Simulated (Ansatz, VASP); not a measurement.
This is a calculation of InP for Ansatz 0.2.0.

The input input.yaml:

```yaml
crystal:
  lattice:
    - [0.0, 2.9879753761, 2.9879753761]
    - [2.9879753761, 0.0, 2.9879753761]
    - [2.9879753761, 2.9879753761, 0.0]
  atoms:
    - { symbol: In, position: [0.0, 0.0, 0.0] }
    - { symbol: P, position: [0.75, 0.75, 0.75] }
hamiltonian:
  xc: { exchange: pbesol, correlation: pbesol, exx: { coeff: 0.25 } }
  pseudopotentials: { kind: paw }
kpoints:
  mp_grid: { grid: [4, 4, 4] }
scf:
  occupations: { method: fermi_dirac, width: 0.05 }
output:
  forces: true
  stress: true
  eigenvalues: true
```

Potentials or basis: Ansatz PAW.

Run with:

```console
$ ansatz run input.yaml --threads 2 --pin off --max-ram 5632MiB --backend cpu --events-out ev --progress --plain --runs-dir out
```

Set up the same calculation for VASP 6.6.1. Potentials there: VASP PAW PBE potentials, release 64 (In_d, P).

As run (the cutoff follows the program's own potentials):

Contents of POSCAR:

```
InP
1.0
    0.0000000000      2.9879753761      2.9879753761
    2.9879753761      0.0000000000      2.9879753761
    2.9879753761      2.9879753761      0.0000000000
In P
1 1
Direct
    0.0000000000      0.0000000000      0.0000000000
    0.7500000000      0.7500000000      0.7500000000
```

File INCAR.step1:

```
ALGO     = Normal         # electronic algorithm
EDIFF    = 1E-5           # SCF threshold, eV
ENCUT    = 520            # plane-wave cutoff, eV
GGA      = PE             # functional
ISIF     = 2              # what is computed and relaxed
ISMEAR   = -1             # smearing method
LASPH    = T              # aspherical terms in the spheres
LCHARG   = F              # write CHGCAR
LREAL    = F              # projectors in reciprocal space
LWAVE    = T              # write WAVECAR
NBANDS   = 16             # bands
NELM     = 60             # most SCF steps
PREC     = Accurate       # precision mode
SIGMA    = 0.05           # smearing width, eV
```

File INCAR.step2:

```
AEXX     = 0.25           # exact-exchange fraction
ALGO     = Normal         # electronic algorithm
EDIFF    = 1E-7           # SCF threshold, eV
ENCUT    = 520            # plane-wave cutoff, eV
GGA      = PS             # functional
ISIF     = 2              # what is computed and relaxed
ISMEAR   = -1             # smearing method
ISTART   = 1            
LASPH    = T              # aspherical terms in the spheres
LCHARG   = F              # write CHGCAR
LHFCALC  = T              # exact exchange
LREAL    = F              # projectors in reciprocal space
LWAVE    = F              # write WAVECAR
NBANDS   = 16             # bands
NELM     = 60             # most SCF steps
PREC     = Accurate       # precision mode
PRECFOCK = Normal       
SIGMA    = 0.05           # smearing width, eV
```

File KPOINTS:

```
k-points
0
Gamma
  4 4 4
```

Potentials or basis: VASP PAW PBE potentials, release 64 (In_d, P).

Command:

```bash
$ cat potpaw_PBE.64/In_d/POTCAR potpaw_PBE.64/P/POTCAR > POTCAR
$ cp INCAR.step1 INCAR
$ mpirun -np 1 vasp_std > vasp.out
$ cp INCAR.step2 INCAR
$ mpirun -np 1 vasp_std > vasp.out
```

Both were run:

|  | VASP | Ansatz | Ansatz less VASP |
| --- | --- | --- | --- |
| gap on the k mesh at the Fermi level (eV) | 1.78 | 1.73 | -0.052 |
| least direct gap on the mesh (eV) | 1.78 | 1.73 | -0.052 |
| pressure (GPa) | -4.3 | -4.2 | +0.13 |

VASP's potentials were made for PBE, not for PBEsol-based global hybrid. With one functional, cell and mesh, what is left measures potentials, basis and numerics.

The k mesh is coarse, so the values compare programs but aren't converged.
